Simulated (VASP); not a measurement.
# HfN (CsCl type) (Pm-3m) in VASP: further runs

The runs below take HfN (CsCl type) through single point, relaxation of cell and atoms, with PBE.

Program: VASP 6.6.1. These are calculated values, not measurements. Logs are shortened: lines on timing, memory, paths and dates and some standing lists are left out, and cuts for length are marked.

### Step 1. The cell of the first run

Symmetry: Pm-3m, No. 221, cubic system. Conventional cell: a = 2.585 Å, b = 2.585 Å, c = 2.585 Å, α = 90.00°, β = 90.00°, γ = 90.00°. Within 3.0 Å of Hf (site symmetry m-3m) lie 8 N at 2.24 Å and 6 Hf at 2.59 Å. Within 3.0 Å of N (site symmetry m-3m) lie 8 Hf at 2.24 Å and 6 N at 2.59 Å.

### Step 2. Single point, PBE

Contents of INCAR:

```
PREC = Accurate ; ENCUT = 520
EDIFF = 1E-6 ; ISMEAR = -1
SIGMA = 0.05 ; LREAL = F
LASPH = T ; NELM = 60
ALGO = Normal ; ISIF = 2
LWAVE = F ; LCHARG = F
GGA = PE ; NBANDS = 14
```

Contents of KPOINTS:

```
Automatic mesh
0
Gamma
  14 14 14
```

Contents of POSCAR:

```
HfN
1.0
    2.5850293222      0.0000000000      0.0000000000
    0.0000000000      2.5850293222      0.0000000000
    0.0000000000      0.0000000000      2.5850293222
Hf N
1 1
Direct
    0.0000000000      0.0000000000      0.0000000000
    0.5000000000      0.5000000000      0.5000000000
```

Potentials or basis: VASP PAW PBE potentials, release 64 (Hf_pv, N).

On the command line:

```
$ cat potpaw_PBE.64/Hf_pv/POTCAR potpaw_PBE.64/N/POTCAR > POTCAR
$ mpirun -np 1 vasp_std > vasp.out
```

OUTCAR:

```text
PREC = Accurate
   ENCUT = 520
   EDIFF = 1E-6
   ISMEAR = -1
   LREAL = F
   LASPH = T
   NELM = 60
   ISIF = 2
   GGA = PE

 ion  position               nearest neighbor table
   1  0.000  0.000  0.000-   2 2.24   2 2.24   2 2.24   2 2.24   2 2.24   2 2.24   2 2.24   2 2.24

   2  0.500  0.500  0.500-   1 2.24   1 2.24   1 2.24   1 2.24   1 2.24   1 2.24   1 2.24   1 2.24

  LATTYP: Found a simple cubic cell.
 ALAT       =     2.5850293222

  Lattice vectors:

 A1 = (   2.5850293222,   0.0000000000,   0.0000000000)
 A2 = (   0.0000000000,   2.5850293222,   0.0000000000)
 A3 = (   0.0000000000,   0.0000000000,   2.5850293222)

Analysis of symmetry for initial positions (statically):
=====================================================================
 Subroutine PRICEL returns:
 Original cell was already a primitive cell.

 Routine SETGRP: Setting up the symmetry group for a
 simple cubic supercell.

 Subroutine GETGRP returns: Found 48 space group operations
 (whereof 48 operations were pure point group operations)
 out of a pool of 48 trial point group operations.

The static configuration has the point symmetry O_h .

Analysis of symmetry for dynamics (positions and initial velocities):
=====================================================================
 Subroutine PRICEL returns:
 Original cell was already a primitive cell.

 Routine SETGRP: Setting up the symmetry group for a
 simple cubic supercell.

 Subroutine GETGRP returns: Found 48 space group operations
 (whereof 48 operations were pure point group operations)
 out of a pool of 48 trial point group operations.

The dynamic configuration has the point symmetry O_h .

 Subroutine INISYM returns: Found 48 space group operations
 (whereof 48 operations are pure point group operations),
 and found     1 'primitive' translations

----------------------------------------------------------------------------------------

                                     Primitive cell

  volume of cell :      17.2741

  direct lattice vectors                    reciprocal lattice vectors
     2.585029322  0.000000000  0.000000000     0.386842807  0.000000000  0.000000000
     0.000000000  2.585029322  0.000000000     0.000000000  0.386842807  0.000000000
     0.000000000  0.000000000  2.585029322     0.000000000  0.000000000  0.386842807

  length of vectors
     2.585029322  2.585029322  2.585029322     0.386842807  0.386842807  0.386842807

  position of ions in fractional coordinates (direct lattice)
     0.000000000  0.000000000  0.000000000
     0.500000000  0.500000000  0.500000000

  ion indices of the primitive-cell ions
   primitive index   ion index
                 1           1
                 2           2

----------------------------------------------------------------------------------------

 KPOINTS: Automatic mesh

Automatic generation of k-mesh.
 Grid dimensions read from file:
 generate k-points for:   14   14   14

 Generating k-lattice:

  Cartesian coordinates                     Fractional coordinates (reciprocal lattice)
     0.027631629  0.000000000  0.000000000     0.071428571  0.000000000  0.000000000
     0.000000000  0.027631629  0.000000000     0.000000000  0.071428571  0.000000000
     0.000000000  0.000000000  0.027631629     0.000000000  0.000000000  0.071428571

  Length of vectors
     0.027631629  0.027631629  0.027631629

  Shift w.r.t. Gamma in fractional coordinates (k-lattice)
     0.000000000  0.000000000  0.000000000

 Subroutine IBZKPT returns following result:
 ===========================================

 Found    120 irreducible k-points:

 Following reciprocal coordinates:
            Coordinates               Weight
  0.000000  0.000000  0.000000      1.000000
  0.071429  0.000000  0.000000      6.000000
  0.142857  0.000000  0.000000      6.000000
  0.214286  0.000000  0.000000      6.000000
  0.285714  0.000000  0.000000      6.000000
  0.357143  0.000000  0.000000      6.000000
[... 16 lines left out ...]
  0.285714  0.214286  0.000000     24.000000
  0.357143  0.214286  0.000000     24.000000
 [... further k-points ...]
   k-points           NKPTS =    120   k-points in BZ     NKDIM =    120   number of bands    NBANDS=     14
   number of dos      NEDOS =    301   number of ions     NIONS =      2
   total plane-waves  NPLWV =   8000
   dimension x,y,z NGX =    20 NGY =   20 NGZ =   20
   dimension x,y,z NGXF=    40 NGYF=   40 NGZF=   40
   ions per type =               1   1
   NGX,Y,Z   is equivalent  to a cutoff of  12.86, 12.86, 12.86 a.u.
   NGXF,Y,Z  is equivalent  to a cutoff of  25.72, 25.72, 25.72 a.u.
 SYSTEM =  unknown system
   PREC   = accura    normal or accurate (medium, high low for compatibility)
   ISTART =      0    job   : 0-new  1-cont  2-samecut
   ICHARG =      2    charge: 1-file 2-atom 10-const
   ISPIN  =      1    spin polarized calculation?
   LNONCOLLINEAR =      F non collinear calculations
   LSORBIT =      F    spin-orbit coupling
   LASPH  =      T    aspherical Exc in radial PAW
   ENCUT  =  520.0 eV  38.22 Ry    6.18 a.u.   4.81  4.81  4.81*2*pi/ulx,y,z
   NELM   =     60;   NELMIN=  2; NELMDL= -5     # of ELM steps
   EDIFF  = 0.1E-05   stopping-criterion for ELM
   LREAL  =      F    real-space projection
   EDIFFG = 0.1E-04   stopping-criterion for IOM
   NSW    =      0    number of steps for IOM
   IBRION =     -1    ionic relax: 0-MD 1-quasi-New 2-CG
   NFREE  =      0    steps in history (QN), initial steepest desc. (CG)
   ISIF   =      2    stress and relaxation
   ISYM   =      2    0-nonsym 1-usesym 2-fastsym
   POTIM  = 0.5000    time-step for ionic-motion
   TEBEG  =    0.0;   TEEND  =   0.0 temperature during run
   PSTRESS=    0.0 pullay stress
   NELECT =      15.0000    total number of electrons
   NUPDOWN=      -1.0000    fix difference up-down
   EMIN   =  10.00;   EMAX   =-10.00  energy-range for DOS
   EFERMI =   0.00;   METHOD = LEGACY
   ISMEAR =    -1;   SIGMA  =   0.05  broadening in eV -4-tet -1-fermi 0-gaus
   EFERMI_NEDOS =   21; number of points for ismear=-14 and -15
   IALGO  =     38    algorithm
   IMIX   =      4    mixing-type and parameters
     AMIX     =   0.40;   BMIX     =  1.00
     AMIX_MAG =   1.60;   BMIX_MAG =  1.00
  volume/ion in A,a.u.               =       8.64        58.29
  Fermi-wavevector in a.u.,A,eV,Ry     =   1.561852  2.951472 33.189787  2.439381
  Thomas-Fermi vector in A             =   2.664856
   LORBIT       =      0    0 simple, 1 ext, 2 COOP (PROOUT), +10 PAW based schemes
   GGA     = PE    functional components
   LHFCALC =     F    Hartree Fock is set to
   AEXX    =    0.0000 exact exchange contribution
   IVDW    =     0    specifies the selected vdW correction
   LEPSILON=     F    determine dielectric tensor
   LRPA    =     F    only Hartree local field effects (RPA)
 non-spin polarized calculation
  energy-cutoff  :      520.00
  volume of cell :       17.27
 maximum number of plane-waves:       480
 NGX is ok and might be reduce to    20
   NGX =  9   NGY =  9   NGZ =  9

 number of electron      15.0000001 magnetization

 Free energy of the ion-electron system (eV)
  ---------------------------------------------------
  ext. energy  EPLUGINS =         0.00000000
  ---------------------------------------------------
  free energy    TOTEN  =       -18.45741488 eV

  energy without entropy =      -18.45178884  energy(sigma->0) =      -18.45460186

 E-fermi :  10.0847     XC(G=0): -14.4145

 val. band max:       10.0798309072   @ k =   0.3571   0.2857   0.0000
 cond. band min:      10.1349634763   @ k =   0.1429   0.0714   0.0714
 fundamental gap:      0.0551325691
 Fermi energy:        10.0847027579

 k-point     1 :       0.0000    0.0000    0.0000
  band No.  band energies     occupation
      1     -19.1784      2.00000
      2     -19.1784      2.00000
      3     -19.1784      2.00000
      4      -7.8252      2.00000
      5       6.5470      2.00000
      6       6.5470      2.00000
      7       9.0324      2.00000
      8       9.0324      2.00000
      9       9.0324      2.00000
     10      17.7022      0.00000
     11      18.4523      0.00000
     12      18.4523      0.00000
     13      18.4523      0.00000
     14      24.0881      0.00000

 k-point     2 :       0.0714    0.0000    0.0000
  band No.  band energies     occupation
      1     -19.3604      2.00000
      2     -19.1631      2.00000
      3     -19.1631      2.00000
      4      -7.6481      2.00000
      5       6.4693      2.00000
      6       6.6162      2.00000
      7       8.8982      2.00000
      8       8.8982      2.00000
      9       9.0980      2.00000
     10      18.0125      0.00000
     11      18.4787      0.00000
     12      18.4787      0.00000
     13      18.4960      0.00000
     14      24.0885      0.00000

 k-point     3 :       0.1429    0.0000    0.0000
  band No.  band energies     occupation
      1     -19.8420      2.00000
      2     -19.1199      2.00000
      3     -19.1199      2.00000
      4      -7.1637      2.00000
      5       5.9155      2.00000
      6       6.8170      2.00000
      7       8.5292      2.00000
      8       8.5292      2.00000
      9       9.7406      1.99795
     10      18.5715      0.00000
     11      18.5715      0.00000
     12      18.6208      0.00000
     13      18.7889      0.00000
     14      24.0895      0.00000
[... 324 lines left out ...]
 k-point    23 :       0.2857    0.2143    0.0000
  band No.  band energies     occupation
      1     -20.9234      2.00000
      2     -20.1501      2.00000
      3     -18.8770      2.00000
      4      -5.2263      2.00000
      5       3.5808      2.00000
      6       6.2626      2.00000
      7       7.7248      2.00000
      8       9.6151      1.99983
      9      14.1792      0.00000
     10      15.8692      0.00000
     11      16.5215      0.00000
     12      19.4300      0.00000
     13      22.2910      0.00000
     14      24.1104      0.00000

 k-point    24 :       0.3571    0.2143    0.0000
  band No.  band energies     occupation
      1     -21.4244      2.00000
      2     -20.0612      2.00000
      3     -18.8165      2.00000
      4      -4.8848      2.00000
      5       3.0160      2.00000
      6       6.1677      2.00000
      7       7.5422      2.00000
      8       9.6678      1.99952
      9      15.8566      0.00000
     10      15.8978      0.00000
     11      16.7020      0.00000
     12      18.7219      0.00000
     13      22.7598      0.00000
     14      24.1210      0.00000

 [... further k-points ...]
[... 5 lines left out ...]
  --------------------------------------------------------------------------------------
  -------------------------------------------------------------------------------------
  Total       11.2828058     11.2828058     11.2828058      0.0000000      0.0000000     -0.0000000
  in kB     1046.4808220   1046.4808220   1046.4808220      0.0000000      0.0000000     -0.0000000
  external PRESSURE =    1046.4808220 kB  Pullay stress =       0.0000000 kB

 VOLUME and BASIS-vectors are now :
 -----------------------------------------------------------------------------
  energy-cutoff  :      520.00
  volume of cell :       17.27
      direct lattice vectors                 reciprocal lattice vectors
     2.585029322  0.000000000  0.000000000     0.386842807  0.000000000  0.000000000
     0.000000000  2.585029322  0.000000000     0.000000000  0.386842807  0.000000000
     0.000000000  0.000000000  2.585029322     0.000000000  0.000000000  0.386842807

 POSITION                                       TOTAL-FORCE (eV/Angst)
 -----------------------------------------------------------------------------------
      0.00000      0.00000      0.00000         0.000000      0.000000      0.000000
      1.29251      1.29251      1.29251         0.000000      0.000000      0.000000
 -----------------------------------------------------------------------------------
    total drift:                                0.000000      0.000000      0.000000

  FREE ENERGIE OF THE ION-ELECTRON SYSTEM (eV)
  ---------------------------------------------------
  free  energy   TOTEN  =       -18.4574148823 eV

  energy  without entropy=      -18.4517888406  energy(sigma->0) =      -18.45460186
```

Wall time 9.8 s (1 thread of Intel Xeon 6975P-C (Granite Rapids), shared host); peak memory 0.14 GiB.

What came out:

```yaml
Free_energy: -18.4574 eV
Pressure: 104.6 GPa
```

Levels at points of the mesh, in eV from the Fermi level:
```csv
k point,band 4,band 5,band 6,band 7,band 8,band 9,band 10,band 11,band 12,band 13
"(0.00, 0.00, 0.00)",-17.91,-3.54,-3.54,-1.05,-1.05,-1.05,7.62,8.37,8.37,8.37
"(0.50, 0.00, 0.00)",-13.91,-9.16,-3.52,-3.52,-1.81,7.77,9.35,9.54,9.54,11.04
"(0.50, 0.50, 0.00)",-15.94,-4.28,-4.28,-1.48,-0.69,3.66,3.66,4.24,12.60,13.97
"(0.50, 0.50, 0.50)",-13.09,-9.01,-9.01,-9.01,10.60,10.60,10.60,13.10,13.73,13.73
```

Caveat: spin-orbit coupling is left out, which moves the levels of the heavy elements.

### Step 3. Single point, PBE

Contents of INCAR:

```
SYSTEM = HfN
PREC     = Accurate       ! precision mode
ENCUT    = 520            ! plane-wave cutoff, eV
EDIFF    = 1E-6           ! SCF threshold, eV
ISMEAR   = -1             ! smearing method
SIGMA    = 0.05           ! smearing width, eV
LREAL    = .FALSE.        ! projectors in reciprocal space
LASPH    = .TRUE.         ! aspherical terms in the spheres
NELM     = 60             ! most SCF steps
ALGO     = Normal         ! electronic algorithm
ISIF     = 2              ! what is computed and relaxed
LWAVE    = .FALSE.        ! write WAVECAR
LCHARG   = .FALSE.        ! write CHGCAR
GGA      = PE             ! functional
NBANDS   = 14             ! bands
```

Contents of KPOINTS:

```
regular mesh
0
G
  14 14 14
  0 0 0
```

Contents of POSCAR:

```
HfN
1.0
    2.5853397115      0.0000000000      0.0000000000
    0.0000000000      2.5853397115      0.0000000000
    0.0000000000      0.0000000000      2.5853397115
Hf N
1 1
Direct
    0.0000000000      0.0000000000      0.0000000000
    0.5000000000      0.5000000000      0.5000000000
```

Potentials or basis: VASP PAW PBE potentials, release 64 (Hf_pv, N).

On the command line:

```
$ cat potpaw_PBE.64/Hf_pv/POTCAR potpaw_PBE.64/N/POTCAR > POTCAR
$ mpirun -np 1 vasp_std > vasp.out
```

Wall time 11 s (1 thread of Intel Xeon 6975P-C (Granite Rapids), shared host); peak memory 0.14 GiB.

The run converged. Its results:

```yaml
Free_energy: -18.4615 eV
Pressure: 104.4 GPa
```

Levels at points of the mesh, in eV from the Fermi level:
| k point | band 6 | band 7 | band 8 | band 9 | band 10 | band 11 |
| --- | --- | --- | --- | --- | --- | --- |
| (0.00, 0.00, 0.00) | -3.54 | -1.05 | -1.05 | -1.05 | 7.61 | 8.36 |
| (0.50, 0.00, 0.00) | -3.52 | -3.52 | -1.80 | 7.77 | 9.34 | 9.54 |
| (0.50, 0.50, 0.00) | -4.28 | -1.48 | -0.69 | 3.66 | 3.66 | 4.23 |
| (0.50, 0.50, 0.50) | -9.00 | -9.00 | 10.60 | 10.60 | 10.60 | 13.09 |

Caveat: spin-orbit coupling is left out, which moves the levels of the heavy elements.

### Step 4. Relaxation of cell and atoms, PBE, target pressure 110 GPa, at which the enthalpy is minimised

Contents of INCAR:

```
SYSTEM = HfN
ALGO = Normal
EDIFF = 1E-6
EDIFFG = -0.005
ENCUT = 600
GGA = PE
IBRION = 2
ISIF = 3
ISMEAR = -1
LASPH = .TRUE.
LCHARG = .FALSE.
LREAL = .FALSE.
LWAVE = .FALSE.
NELM = 100
NSW = 32
PREC = Accurate
PSTRESS = 1100.0
SIGMA = 0.05
```

Contents of KPOINTS:

```
k-points
0
G
  14 14 14
  0 0 0
```

Contents of POSCAR:

```
HfN
1.0
    2.5850293222      0.0000000000      0.0000000000
    0.0000000000      2.5850293222      0.0000000000
    0.0000000000      0.0000000000      2.5850293222
Hf N
1 1
Direct
    0.0000000000      0.0000000000      0.0000000000
    0.5000000000      0.5000000000      0.5000000000
```

On the command line:

```
$ cat potpaw_PBE.64/Hf_pv/POTCAR potpaw_PBE.64/N/POTCAR > POTCAR
$ mpirun -np 1 vasp_std > vasp.out
```

It took 22 s on 1 thread of Intel Xeon 6975P-C (Granite Rapids), shared host; peak memory 0.17 GiB.

Results (log left out):

| Item | Value |
| --- | --- |
| Free energy | -18.3639 eV |
| Relaxed volume | 8.57 Å³/atom |
| Relaxed cell | a = 2.578 Å, b = 2.578 Å, c = 2.578 Å, α = 90.00°, β = 90.00°, γ = 90.00° |
| Space group after relaxing (to 0.05 Å) | Pm-3m (No. 221) |
| Energy change on relaxing (the enthalpy is what falls) | +47.7 meV/atom |
| Ionic steps | 3 |
| Pressure after relaxing | 110.0 GPa |

The path:
```csv
step,energy change (eV),largest force (eV/Å),pressure (GPa),volume (Å³)
1,0.0000,0.0000,104.58,17.27
2,0.5338,0.0000,133.66,16.55
3,0.0955,0.0000,109.96,17.13
```

Final structure:
```xyz
2
Lattice="2.5779 0.0000 0.0000 0.0000 2.5779 0.0000 0.0000 0.0000 2.5779" Properties=species:S:1:pos:R:3 pbc="T T T"
Hf    0.0000    0.0000    0.0000
N     1.2889    1.2889    1.2889
```

Levels at points of the mesh, in eV from the Fermi level:
| k point | band 6 | band 7 | band 8 | band 9 | band 10 | band 11 |
| --- | --- | --- | --- | --- | --- | --- |
| (0.00, 0.00, 0.00) | -3.58 | -1.05 | -1.05 | -1.05 | 7.78 | 8.43 |
| (0.50, 0.00, 0.00) | -3.56 | -3.56 | -1.83 | 7.84 | 9.43 | 9.62 |
| (0.50, 0.50, 0.00) | -4.29 | -1.48 | -0.70 | 3.67 | 3.67 | 4.29 |
| (0.50, 0.50, 0.50) | -9.09 | -9.09 | 10.70 | 10.70 | 10.70 | 13.22 |

Caveat: the cell is relaxed towards a set pressure, so the enthalpy falls and the energy may rise; spin-orbit coupling is left out, which moves the levels of the heavy elements.
